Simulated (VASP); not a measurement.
# BP (I-4m2) in VASP: notebook, part 2 of 2

VASP 6.6.1.

## (4) Single point, PBE (strain +0.0100 x Voigt [1, 1, 0, 0, 0, 0])

The input, INCAR:

```
ALGO = Normal ; EDIFF = 1E-6
ENCUT = 520 ; GGA = PE
ISIF = 2 ; ISMEAR = 0
LASPH = T ; LCHARG = F
LREAL = F ; LWAVE = F
NBANDS = 11 ; NELM = 60
PREC = Accurate ; SIGMA = 0.05
```

The input, KPOINTS:

```
k-points
0
Gamma
  10 10 10
```

The input, POSCAR:

```
BP
1.0
    0.0000000000      2.2916900000      2.2690000000
    2.2916900000      0.0000000000      2.2690000000
    2.2916900000      2.2916900000      0.0000000000
B P
1 1
Direct
    0.0000000000      0.0000000000      0.0000000000
    0.7500000000      0.7500000000      0.7500000000
```

Command:

```bash
> cat potpaw_PBE.64/B/POTCAR potpaw_PBE.64/P/POTCAR > POTCAR
> mpirun -np 1 vasp_std > vasp.out
```

It took 43 s on 1 thread of AMD EPYC 7R13, shared host; peak memory 0.12 GiB.

The run converged. Its results:

* Free energy: -12.9273 eV
* Pressure: -2.3 GPa
* Band gap on the k mesh: 1.12 eV, indirect (least direct gap 3.27 eV)

Stress tensor (GPa, compression positive):
```
-3.14  0.00  0.00
 0.00 -3.14  0.00
 0.00  0.00 -0.55
```

Levels at points of the mesh, in eV from the valence-band top:
```csv
k point,band 1,band 2,band 3,band 4,band 5,band 6,band 7,band 8,band 9
"(0.00, 0.00, 0.00)",-15.35,-0.10,-0.10,0.00,3.27,3.33,3.33,7.01,11.32
"(0.50, 0.00, 0.00)",-12.10,-8.96,-1.86,-1.73,3.59,4.59,4.70,10.00,14.33
"(0.50, 0.50, 0.00)",-10.54,-8.49,-4.17,-4.17,1.23,1.52,11.87,11.87,15.00
"(0.50, 0.00, 0.50)",-10.63,-8.57,-4.08,-4.06,1.34,1.66,11.77,11.97,14.88
```

Caveat: the cell differs from its parent crystal (strain +0.0100 x Voigt [1, 1, 0, 0, 0, 0]). A k mesh can miss the band edges.

## (5) Single point, PBE (strain +0.0150 x Voigt [1, 1, 0, 0, 0, 0])

The input, INCAR:

```
PREC = Accurate ; ENCUT = 520
EDIFF = 1E-6 ; ISMEAR = 0
SIGMA = 0.05 ; LREAL = F
LASPH = T ; NELM = 80
ALGO = Normal ; ISIF = 2
LWAVE = F ; LCHARG = F
GGA = PE ; NBANDS = 11
```

The input, KPOINTS:

```
Automatic mesh
0
Gamma
  10 10 10
```

The input, POSCAR:

```
BP
1.0
    0.0000000000      2.3030350000      2.2690000000
    2.3030350000      0.0000000000      2.2690000000
    2.3030350000      2.3030350000      0.0000000000
B P
1 1
Direct
    0.0000000000      0.0000000000      0.0000000000
    0.7500000000      0.7500000000      0.7500000000
```

Command:

```bash
> cat potpaw_PBE.64/B/POTCAR potpaw_PBE.64/P/POTCAR > POTCAR
> mpirun -np 1 vasp_std > vasp.out
```

Run time: 46 s. Hardware: 1 thread of AMD EPYC 7R13, shared host; peak memory 0.12 GiB.

It converged, with:

```
Free energy            : -12.9214 eV
Pressure               : -3.8 GPa
Band gap on the k mesh : 1.06 eV, indirect (least direct gap 3.21 eV)
```

Stress tensor (GPa, compression positive):
```
-5.03  0.00  0.00
 0.00 -5.03  0.00
 0.00  0.00 -1.22
```

Levels at points of the mesh, in eV from the valence-band top:
```
           k point  band 2  band 3  band 4  band 5  band 6  band 7
(0.00, 0.00, 0.00)   -0.14   -0.14    0.00    3.21    3.29    3.29
(0.50, 0.00, 0.00)   -8.92   -1.91   -1.72    3.49    4.53    4.70
(0.50, 0.50, 0.00)   -8.44   -4.20   -4.20    1.19    1.46   11.75
(0.50, 0.00, 0.50)   -8.57   -4.06   -4.04    1.35    1.66   11.60
```

Caveat: the cell differs from its parent crystal (strain +0.0150 x Voigt [1, 1, 0, 0, 0, 0]). A k mesh can miss the band edges.

## (6) Single point, PBE (strain +0.0200 x Voigt [1, 1, 0, 0, 0, 0])

The input, INCAR:

```
PREC = Accurate
ENCUT = 520
EDIFF = 1E-6
ISMEAR = 0
SIGMA = 0.05
LREAL = False
LASPH = True
NELM = 80
ALGO = Normal
ISIF = 2
LWAVE = False
LCHARG = False
GGA = PE
NBANDS = 11
```

The input, KPOINTS:

```
regular mesh
0
Gamma
  10 10 10
```

The input, POSCAR:

```
BP
1.0
    0.0000000000      2.3143800000      2.2690000000
    2.3143800000      0.0000000000      2.2690000000
    2.3143800000      2.3143800000      0.0000000000
B P
1 1
Direct
    0.0000000000      0.0000000000      0.0000000000
    0.7500000000      0.7500000000      0.7500000000
```

Potentials or basis: VASP PAW PBE potentials, release 64 (B, P).

Command:

```bash
> cat potpaw_PBE.64/B/POTCAR potpaw_PBE.64/P/POTCAR > POTCAR
> mpirun -np 1 vasp_std > vasp.out
```

OUTCAR:

```text
PREC = Accurate
   ENCUT = 520
   EDIFF = 1E-6
   ISMEAR = 0
   LREAL = False
   LASPH = True
   NELM = 80
   ISIF = 2
   GGA = PE

 ion  position               nearest neighbor table
   1  0.000  0.000  0.000-   2 1.99   2 1.99   2 1.99   2 1.99
   2  0.750  0.750  0.750-   1 1.99   1 1.99   1 1.99   1 1.99

  LATTYP: Found a body centered tetragonal cell.
 ALAT       =     3.2730275845
 C/A-ratio  =     1.3864838847

  Lattice vectors:

 A1 = (   0.0000000000,  -2.3143800000,  -2.2690000000)
[... 513 lines left out ...]
      6      10.4911      0.00000
      7      16.1832      0.00000
      8      16.1866      0.00000
      9      20.6578      0.00000
     10      21.9282      0.00000
     11      23.6063      0.00000

 [... further k-points ...]
[... 5 lines left out ...]
  --------------------------------------------------------------------------------------
  -------------------------------------------------------------------------------------
  Total       -1.0391939     -1.0391939     -0.2811915      0.0000000     -0.0000000      0.0000000
  in kB      -68.4972796    -68.4972796    -18.5344163      0.0000000     -0.0000000      0.0000000
  external PRESSURE =     -51.8429918 kB  Pullay stress =       0.0000000 kB

 VOLUME and BASIS-vectors are now :
 -----------------------------------------------------------------------------
  energy-cutoff  :      520.00
  volume of cell :       24.31
      direct lattice vectors                 reciprocal lattice vectors
     0.000000000  2.314380000  2.269000000    -0.216040581  0.216040581  0.220361393
     2.314380000  0.000000000  2.269000000     0.216040581 -0.216040581  0.220361393
     2.314380000  2.314380000  0.000000000     0.216040581  0.216040581 -0.220361393

 POSITION                                       TOTAL-FORCE (eV/Angst)
 -----------------------------------------------------------------------------------
      0.00000      0.00000      0.00000        -0.000000     -0.000000     -0.000000
      3.47157      3.47157      3.40350         0.000000      0.000000      0.000000
 -----------------------------------------------------------------------------------
    total drift:                               -0.000000     -0.000000      0.000000

  FREE ENERGIE OF THE ION-ELECTRON SYSTEM (eV)
  ---------------------------------------------------
  free  energy   TOTEN  =       -12.9126849857 eV

  energy  without entropy=      -12.9126849857  energy(sigma->0) =      -12.91268499
```

OSZICAR:

```text
N       E                     dE             d eps       ncg     rms          rms(c)
DAV:   1     0.939279904925E+01    0.93928E+01   -0.39359E+03  2252   0.653E+02
DAV:   2    -0.128743722523E+02   -0.22267E+02   -0.21287E+02  2928   0.107E+02
DAV:   3    -0.135353314950E+02   -0.66096E+00   -0.65897E+00  2834   0.163E+01
DAV:   4    -0.135382172052E+02   -0.28857E-02   -0.28855E-02  2580   0.124E+00
DAV:   5    -0.135382330097E+02   -0.15804E-04   -0.15804E-04  2779   0.914E-02    0.680E+00
DAV:   6    -0.129986024657E+02    0.53963E+00   -0.12807E+00  2535   0.477E+00    0.367E+00
DAV:   7    -0.129195034742E+02    0.79099E-01   -0.19630E-01  2788   0.221E+00    0.128E+00
DAV:   8    -0.129121447989E+02    0.73587E-02   -0.25057E-02  2638   0.893E-01    0.179E-01
DAV:   9    -0.129124748057E+02   -0.33001E-03   -0.72369E-04  2642   0.177E-01    0.108E-01
DAV:  10    -0.129126733097E+02   -0.19850E-03   -0.25044E-04  2513   0.990E-02    0.271E-02
DAV:  11    -0.129126840221E+02   -0.10712E-04   -0.11228E-05  2863   0.222E-02    0.300E-02
DAV:  12    -0.129126851075E+02   -0.10854E-05   -0.44825E-06  2568   0.104E-02    0.117E-02
DAV:  13    -0.129126849857E+02    0.12176E-06   -0.11170E-07  1251   0.224E-03
   1 F= -.12912685E+02 E0= -.12912685E+02  d E =-.150550E-12
```

stdout:

```text
POSCAR found type information on POSCAR B P
 POSCAR found :  2 types and       2 ions
 scaLAPACK will be used
 LDA part: xc-table for (Slater+PW92), standard interpolation
 POSCAR, INCAR and KPOINTS ok, starting setup
 FFT: planning ... GRIDC
 FFT: planning ... GRID_SOFT
 FFT: planning ... GRID
 WAVECAR not read
 entering main loop
```

It took 47 s on 1 thread of AMD EPYC 7R13, shared host; peak memory 0.12 GiB.

What came out:

```
Free energy            : -12.9127 eV
Pressure               : -5.2 GPa
Band gap on the k mesh : 1.00 eV, indirect (least direct gap 3.15 eV)
```

Stress tensor (GPa, compression positive):
```
-6.85  0.00  0.00
 0.00 -6.85  0.00
 0.00  0.00 -1.85
```

Caveat: the cell differs from its parent crystal (strain +0.0200 x Voigt [1, 1, 0, 0, 0, 0]). A k mesh can miss the band edges.

## (7) Single point, PBE (strain +0.0175 x Voigt [1, 1, 0, 0, 0, 0])

The input, INCAR:

```
  PREC = Accurate
  ENCUT = 520
  EDIFF = 1E-7
  ISMEAR = 0
  SIGMA = 0.05
  LREAL = F
  LASPH = T
  NELM = 60
  ALGO = Normal
  ISIF = 2
  LWAVE = F
  LCHARG = T
  GGA = PE
  LELF = T
  LVHAR = T
  NBANDS = 11
```

KPOINTS is that of step 6.

The input, POSCAR:

```
BP
1.0
    0.0000000000      2.3087075000      2.2690000000
    2.3087075000      0.0000000000      2.2690000000
    2.3087075000      2.3087075000      0.0000000000
B P
1 1
Direct
    0.0000000000      0.0000000000      0.0000000000
    0.7500000000      0.7500000000      0.7500000000
```

Command:

```bash
> cat potpaw_PBE.64/B/POTCAR potpaw_PBE.64/P/POTCAR > POTCAR
> mpirun -np 1 vasp_std > vasp.out
```

Wall time 45 s (1 thread of AMD EPYC 7R13, shared host); peak memory 0.12 GiB.

Results (log left out):

| Quantity | Value |
| --- | --- |
| Free energy | -12.9174 eV |
| Pressure | -4.5 GPa |
| Band gap on the k mesh | 1.03 eV, indirect (least direct gap 3.18 eV) |

Stress tensor (GPa, compression positive):
```
-5.95  0.00  0.00
 0.00 -5.95  0.00
 0.00  0.00 -1.54
```

Levels at points of the mesh, in eV from the valence-band top:
| k point | band 1 | band 2 | band 3 | band 4 | band 5 | band 6 | band 7 | band 8 |
| --- | --- | --- | --- | --- | --- | --- | --- | --- |
| (0.00, 0.00, 0.00) | -15.26 | -0.16 | -0.16 | 0.00 | 3.18 | 3.28 | 3.28 | 6.74 |
| (0.50, 0.00, 0.00) | -12.07 | -8.90 | -1.93 | -1.72 | 3.44 | 4.50 | 4.70 | 9.90 |
| (0.50, 0.50, 0.00) | -10.48 | -8.41 | -4.21 | -4.21 | 1.16 | 1.43 | 11.69 | 11.69 |
| (0.50, 0.00, 0.50) | -10.64 | -8.56 | -4.06 | -4.02 | 1.36 | 1.66 | 11.52 | 11.85 |

Caveat: the cell differs from its parent crystal (strain +0.0175 x Voigt [1, 1, 0, 0, 0, 0]). A k mesh can miss the band edges.

## (8) Overview

```tsv
cell	gap on the mesh (eV)	pressure (GPa)
a = 3.201, b = 3.201, c = 3.193 Å, angles 60.1, 60.1, 59.8°, 2 atoms	1.19	2.6
a = 3.217, b = 3.217, c = 3.225 Å, angles 59.9, 59.9, 60.2°, 2 atoms	1.18	-0.7
a = 3.225, b = 3.225, c = 3.241 Å, angles 59.8, 59.8, 60.3°, 2 atoms	1.12	-2.3
a = 3.233, b = 3.233, c = 3.257 Å, angles 59.8, 59.8, 60.5°, 2 atoms	1.06	-3.8
a = 3.241, b = 3.241, c = 3.273 Å, angles 59.7, 59.7, 60.7°, 2 atoms	1.00	-5.2
a = 3.237, b = 3.237, c = 3.265 Å, angles 59.7, 59.7, 60.6°, 2 atoms	1.03	-4.5
```

Alike in all rows: task single point; level PBE; potentials or basis VASP PAW PBE potentials, release 64 (B, P); no spin polarisation; k mesh 10 × 10 × 10; cutoff (eV) 520; smearing gaussian 0.05 eV.

Absolute energies hang on the potentials; compare differences alone.
